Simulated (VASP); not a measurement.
# Ti3Al (P-6m2) in VASP: single point with r2SCAN

Aim: the single point of Ti3Al with r2SCAN.

Program: VASP 6.6.1. These are calculated values, not measurements. Logs are shortened: lines on timing, memory, paths and dates and some standing lists are left out, and cuts for length are marked.

## Step 1: The cell of the first run

It takes space group P-6m2 (No. 187, hexagonal). Conventional cell: a = 2.921 Å, b = 2.921 Å, c = 9.201 Å, α = 90.00°, β = 90.00°, γ = 120.00°. Within 3.8 Å of Ti (site symmetry -6m2) lie 12 Ti at 2.85 to 2.92 Å. Within 3.8 Å of Ti (site symmetry 3m) lie 9 Ti at 2.85 to 2.92 Å and 3 Al at 2.86 Å. Al (site symmetry -6m2) has 6 Ti at 2.86 Å and 6 Al at 2.92 Å within 3.8 Å.

## Step 2: Single point, r2SCAN

The input, POSCAR:

```
Ti3Al
1.0
    2.9214297687      0.0000000000      0.0000000000
   -1.4607148843      2.5300323950      0.0000000000
    0.0000000000      0.0000000000      9.2010097216
Ti Al
3 1
Direct
    0.6666666667      0.3333333333      0.0000000000
    0.3333333333      0.6666666667      0.7503852021
    0.3333333333      0.6666666667      0.2496147979
    0.6666666667      0.3333333333      0.5000000000
```

The input, INCAR.step1:

```
SYSTEM = Ti3Al
PREC = Accurate
ENCUT = 520
ISMEAR = 0
SIGMA = 0.15
LREAL = .False.
LASPH = .True.
NELM = 60
NBANDS = 28
GGA = PE
ALGO = Normal
EDIFF = 1E-4
LWAVE = .True.
LCHARG = .False.
```

The input, INCAR.step2:

```
SYSTEM = Ti3Al
PREC = Accurate
ENCUT = 520
EDIFF = 1E-6
ISMEAR = 0
SIGMA = 0.15
LREAL = .False.
LASPH = .True.
NELM = 60
ALGO = Normal
ISIF = 2
LWAVE = .False.
LCHARG = .False.
METAGGA = R2SCAN
LMIXTAU = .True.
NBANDS = 28
ISTART = 1
```

The input, KPOINTS:

```
regular mesh
0
Gamma
  24 24 6
  0 0 0
```

Potentials or basis: VASP PAW PBE potentials, release 64 (Ti_sv, Al).

Command:

```console
$ cat potpaw_PBE.64/Ti_sv/POTCAR potpaw_PBE.64/Al/POTCAR > POTCAR
$ cp INCAR.step1 INCAR
$ mpirun -np 1 vasp_std > vasp.out
$ cp INCAR.step2 INCAR
$ mpirun -np 1 vasp_std > vasp.out
```

OUTCAR:

```text
SYSTEM = Ti3Al
   PREC = Accurate
   ENCUT = 520
   EDIFF = 1E-6
   ISMEAR = 0
   LREAL = .False.
   LASPH = .True.
   NELM = 60
   ISIF = 2
   METAGGA = R2SCAN
   ISTART = 1

 ion  position               nearest neighbor table
   1  0.667  0.333  0.000-   2 2.85   3 2.85   2 2.85   3 2.85   2 2.85   3 2.85
   2  0.333  0.667  0.750-   1 2.85   1 2.85   1 2.85   4 2.86   4 2.86   4 2.86
   3  0.333  0.667  0.250-   1 2.85   1 2.85   1 2.85   4 2.86   4 2.86   4 2.86
   4  0.667  0.333  0.500-   2 2.86   3 2.86   2 2.86   3 2.86   2 2.86   3 2.86

  LATTYP: Found a hexagonal cell.
 ALAT       =     2.9214297687
 C/A-ratio  =     3.1494885895

  Lattice vectors:

 A1 = (   2.9214297687,   0.0000000000,   0.0000000000)
 A2 = (  -1.4607148843,   2.5300323950,   0.0000000000)
 A3 = (   0.0000000000,   0.0000000000,   9.2010097216)

Analysis of symmetry for initial positions (statically):
=====================================================================
 Subroutine PRICEL returns:
 Original cell was already a primitive cell.

 Routine SETGRP: Setting up the symmetry group for a
 hexagonal supercell.

 Subroutine GETGRP returns: Found 12 space group operations
 (whereof 12 operations were pure point group operations)
 out of a pool of 24 trial point group operations.

The static configuration has the point symmetry D_3h.

Analysis of symmetry for dynamics (positions and initial velocities):
=====================================================================
 Subroutine PRICEL returns:
 Original cell was already a primitive cell.

 Routine SETGRP: Setting up the symmetry group for a
 hexagonal supercell.

 Subroutine GETGRP returns: Found 12 space group operations
 (whereof 12 operations were pure point group operations)
 out of a pool of 24 trial point group operations.

The dynamic configuration has the point symmetry D_3h.

 Subroutine INISYM returns: Found 12 space group operations
 (whereof 12 operations are pure point group operations),
 and found     1 'primitive' translations

----------------------------------------------------------------------------------------

                                     Primitive cell

  volume of cell :      68.0075

  direct lattice vectors                    reciprocal lattice vectors
     2.921429769  0.000000000  0.000000000     0.342298148  0.197625928  0.000000000
    -1.460714884  2.530032395  0.000000000     0.000000000  0.395251856  0.000000000
     0.000000000  0.000000000  9.201009722     0.000000000  0.000000000  0.108683724

  length of vectors
     2.921429769  2.921429769  9.201009722     0.395251856  0.395251856  0.108683724

  position of ions in fractional coordinates (direct lattice)
     0.666666667  0.333333333  0.000000000
     0.333333333  0.666666667  0.750385202
     0.333333333  0.666666667  0.249614798
     0.666666667  0.333333333  0.500000000

  ion indices of the primitive-cell ions
   primitive index   ion index
                 1           1
                 2           2
                 3           3
                 4           4

----------------------------------------------------------------------------------------

 KPOINTS: regular mesh

Automatic generation of k-mesh.
 Grid dimensions read from file:
 generate k-points for:   24   24    6

 Generating k-lattice:

  Cartesian coordinates                     Fractional coordinates (reciprocal lattice)
     0.014262423  0.008234414  0.000000000     0.041666667  0.000000000  0.000000000
     0.000000000  0.016468827  0.000000000     0.000000000  0.041666667  0.000000000
     0.000000000  0.000000000  0.018113954     0.000000000  0.000000000  0.166666667

  Length of vectors
     0.016468827  0.016468827  0.018113954

  Shift w.r.t. Gamma in fractional coordinates (k-lattice)
     0.000000000  0.000000000  0.000000000

 Subroutine IBZKPT returns following result:
 ===========================================

 Found    244 irreducible k-points:

 Following reciprocal coordinates:
            Coordinates               Weight
  0.000000  0.000000  0.000000      1.000000
  0.041667  0.000000  0.000000      6.000000
  0.083333  0.000000  0.000000      6.000000
  0.125000  0.000000  0.000000      6.000000
  0.166667  0.000000  0.000000      6.000000
  0.208333 -0.000000  0.000000      6.000000
[... 16 lines left out ...]
  0.416667  0.041667  0.000000     12.000000
  0.458333  0.041667  0.000000     12.000000
 [... further k-points ...]
   k-points           NKPTS =    244   k-points in BZ     NKDIM =    244   number of bands    NBANDS=     28
   number of dos      NEDOS =    301   number of ions     NIONS =      4
   total plane-waves  NPLWV =  40320
   dimension x,y,z NGX =    24 NGY =   24 NGZ =   70
   dimension x,y,z NGXF=    48 NGYF=   48 NGZF=  140
   ions per type =               3   1
   NGX,Y,Z   is equivalent  to a cutoff of  13.66, 13.66, 12.65 a.u.
   NGXF,Y,Z  is equivalent  to a cutoff of  27.31, 27.31, 25.30 a.u.
 SYSTEM =  Ti3Al
   PREC   = accura    normal or accurate (medium, high low for compatibility)
   ISTART =      1    job   : 0-new  1-cont  2-samecut
   ICHARG =      0    charge: 1-file 2-atom 10-const
   ISPIN  =      1    spin polarized calculation?
   LNONCOLLINEAR =      F non collinear calculations
   LSORBIT =      F    spin-orbit coupling
   LASPH  =      T    aspherical Exc in radial PAW
   ENCUT  =  520.0 eV  38.22 Ry    6.18 a.u.   5.43  5.43 17.11*2*pi/ulx,y,z
   NELM   =     60;   NELMIN=  2; NELMDL=  0     # of ELM steps
   EDIFF  = 0.1E-05   stopping-criterion for ELM
   LREAL  =      F    real-space projection
   EDIFFG = 0.1E-04   stopping-criterion for IOM
   NSW    =      0    number of steps for IOM
   IBRION =     -1    ionic relax: 0-MD 1-quasi-New 2-CG
   NFREE  =      0    steps in history (QN), initial steepest desc. (CG)
   ISIF   =      2    stress and relaxation
   ISYM   =      2    0-nonsym 1-usesym 2-fastsym
   POTIM  = 0.5000    time-step for ionic-motion
   TEBEG  =    0.0;   TEEND  =   0.0 temperature during run
   PSTRESS=    0.0 pullay stress
   NELECT =      39.0000    total number of electrons
   NUPDOWN=      -1.0000    fix difference up-down
   EMIN   =  10.00;   EMAX   =-10.00  energy-range for DOS
   EFERMI =   0.00;   METHOD = LEGACY
   ISMEAR =     0;   SIGMA  =   0.15  broadening in eV -4-tet -1-fermi 0-gaus
   EFERMI_NEDOS =   21; number of points for ismear=-14 and -15
   IALGO  =     38    algorithm
   IMIX   =      4    mixing-type and parameters
     AMIX     =   0.40;   BMIX     =  1.00
     AMIX_MAG =   1.60;   BMIX_MAG =  1.00
  volume/ion in A,a.u.               =      17.00       114.73
  Fermi-wavevector in a.u.,A,eV,Ry     =   1.360120  2.570255 25.169792  1.849928
  Thomas-Fermi vector in A             =   2.486810
   LORBIT       =      0    0 simple, 1 ext, 2 COOP (PROOUT), +10 PAW based schemes
   METAGGA = R2SCAN    functional components
   LHFCALC =     F    Hartree Fock is set to
   AEXX    =    0.0000 exact exchange contribution
   IVDW    =     0    specifies the selected vdW correction
   LEPSILON=     F    determine dielectric tensor
   LRPA    =     F    only Hartree local field effects (RPA)
 non-spin polarized calculation
 Gauss-broadening in eV      SIGMA  =   0.15
  energy-cutoff  :      520.00
  volume of cell :       68.01
 maximum number of plane-waves:      1877
 NGX is ok and might be reduce to    24
   NGX = 11   NGY = 11   NGZ = 35

 number of electron      38.9999989 magnetization

 Free energy of the ion-electron system (eV)
  ---------------------------------------------------
  ext. energy  EPLUGINS =         0.00000000
  ---------------------------------------------------
  free energy    TOTEN  =       -46.17393817 eV

  energy without entropy =      -46.13667489  energy(sigma->0) =      -46.15530653

 E-fermi :   8.0901     XC(G=0): -12.0836

 val. band max:        8.0850032604   @ k =   0.3333   0.2917   0.5000
 cond. band min:       8.0928515898   @ k =   0.3333   0.2500   0.1667
 fundamental gap:      0.0078483295
 Fermi energy:         8.0900779946

 k-point     1 :       0.0000    0.0000    0.0000
  band No.  band energies     occupation
      1     -50.9972      2.00000
      2     -50.9392      2.00000
      3     -50.8838      2.00000
      4     -26.4903      2.00000
      5     -26.2193      2.00000
      6     -25.9246      2.00000
[... 20 lines left out ...]
     27      10.4221      0.00000
     28      11.0574      0.00000

 k-point     2 :       0.0417    0.0000    0.0000
  band No.  band energies     occupation
      1     -50.9955      2.00000
      2     -50.9378      2.00000
      3     -50.8829      2.00000
      4     -26.4872      2.00000
      5     -26.2193      2.00000
      6     -25.9285      2.00000
[... 20 lines left out ...]
     27      10.4022      0.00000
     28      11.0368      0.00000

 k-point     3 :       0.0833    0.0000    0.0000
  band No.  band energies     occupation
      1     -50.9902      2.00000
      2     -50.9338      2.00000
      3     -50.8801      2.00000
      4     -26.4781      2.00000
      5     -26.2197      2.00000
      6     -25.9418      2.00000
[... 20 lines left out ...]
     27      10.3498      0.00000
     28      10.9849      0.00000

 k-point     4 :       0.1250    0.0000    0.0000
  band No.  band energies     occupation
      1     -50.9818      2.00000
      2     -50.9275      2.00000
      3     -50.8759      2.00000
      4     -26.4635      2.00000
      5     -26.2218      2.00000
      6     -25.9681      2.00000
[... 20 lines left out ...]
     27      10.2867      0.00000
     28      10.9256      0.00000

 k-point     5 :       0.1667    0.0000    0.0000
  band No.  band energies     occupation
      1     -50.9707      2.00000
      2     -50.9192      2.00000
      3     -50.8705      2.00000
      4     -26.4446      2.00000
      5     -26.2281      2.00000
      6     -26.0086      2.00000
[... 20 lines left out ...]
     27      10.2541      0.00000
     28      10.8855      0.00000

 k-point     6 :       0.2083   -0.0000    0.0000
  band No.  band energies     occupation
      1     -50.9575      2.00000
      2     -50.9095      2.00000
      3     -50.8645      2.00000
      4     -26.4230      2.00000
      5     -26.2424      2.00000
      6     -26.0590      2.00000
[... 463 lines left out ...]
      5     -26.3710      2.00000
      6     -26.2358      2.00000
[... 20 lines left out ...]
     27      11.2190      0.00000
     28      11.3291      0.00000

 k-point    22 :       0.3750    0.0417    0.0000
  band No.  band energies     occupation
      1     -50.8933      2.00000
      2     -50.8667      2.00000
      3     -50.8433      2.00000
      4     -26.4093      2.00000
      5     -26.4005      2.00000
      6     -26.2769      2.00000
[... 20 lines left out ...]
     27      11.4677      0.00000
     28      11.5520      0.00000

 k-point    23 :       0.4167    0.0417    0.0000
  band No.  band energies     occupation
      1     -50.8840      2.00000
      2     -50.8615      2.00000
      3     -50.8421      2.00000
      4     -26.4377      2.00000
      5     -26.4182      2.00000
      6     -26.3059      2.00000
[... 20 lines left out ...]
     27      11.5864      0.00000
     28      11.7791      0.00000

 k-point    24 :       0.4583    0.0417    0.0000
  band No.  band energies     occupation
      1     -50.8789      2.00000
      2     -50.8588      2.00000
      3     -50.8419      2.00000
      4     -26.4526      2.00000
      5     -26.4289      2.00000
      6     -26.3209      2.00000
[... 20 lines left out ...]
     27      11.6244      0.00000
     28      11.9081      0.00000

 [... further k-points ...]

------------------------ aborting loop because EDIFF is reached ----------------------------------------

  FORCE on cell =-STRESS in cart. coord.  units (eV):
  Direction    XX          YY          ZZ          XY          YZ          ZX
  --------------------------------------------------------------------------------------
  -------------------------------------------------------------------------------------
  Total        0.1043916      0.1043916      0.1060080      0.0000000      0.0000000     -0.0000000
  in kB        2.4593423      2.4593423      2.4974238      0.0000000      0.0000000     -0.0000000
  external PRESSURE =       2.4720361 kB  Pullay stress =       0.0000000 kB

 VOLUME and BASIS-vectors are now :
 -----------------------------------------------------------------------------
  energy-cutoff  :      520.00
  volume of cell :       68.01
      direct lattice vectors                 reciprocal lattice vectors
     2.921429769  0.000000000  0.000000000     0.342298148  0.197625928  0.000000000
    -1.460714884  2.530032395  0.000000000     0.000000000  0.395251856  0.000000000
     0.000000000  0.000000000  9.201009722     0.000000000  0.000000000  0.108683724

 POSITION                                       TOTAL-FORCE (eV/Angst)
 -----------------------------------------------------------------------------------
      1.46071      0.84334      0.00000         0.000000     -0.000000      0.000000
     -0.00000      1.68669      6.90430         0.000000     -0.000000     -0.019206
     -0.00000      1.68669      2.29671         0.000000     -0.000000      0.019206
      1.46071      0.84334      4.60050        -0.000000      0.000000      0.000000
 -----------------------------------------------------------------------------------
    total drift:                               -0.000003      0.000002      0.000000

  FREE ENERGIE OF THE ION-ELECTRON SYSTEM (eV)
  ---------------------------------------------------
  free  energy   TOTEN  =       -46.1739381710 eV

  energy  without entropy=      -46.1366748945  energy(sigma->0) =      -46.15530653
```

Wall time 31 min (1 thread of AMD EPYC 9R45 (Zen 5), shared host); peak memory 0.46 GiB.

What came out:

```yaml
Free_energy: -46.1739 eV
Pressure: 0.2 GPa
Largest_force: 0.019 eV/Å
Band_gap_on_the_k_mesh: zero (an odd number of electrons rules out a gap without spin polarisation)
```

Forces in eV/Å, atoms in the order of the input:
```
Ti   0.000  0.000  0.000
Ti   0.000  0.000 -0.019
Ti   0.000  0.000  0.019
Al   0.000  0.000  0.000
```

Caveat: the PAW data sets were made with another functional, which shifts forces and pressure a little.
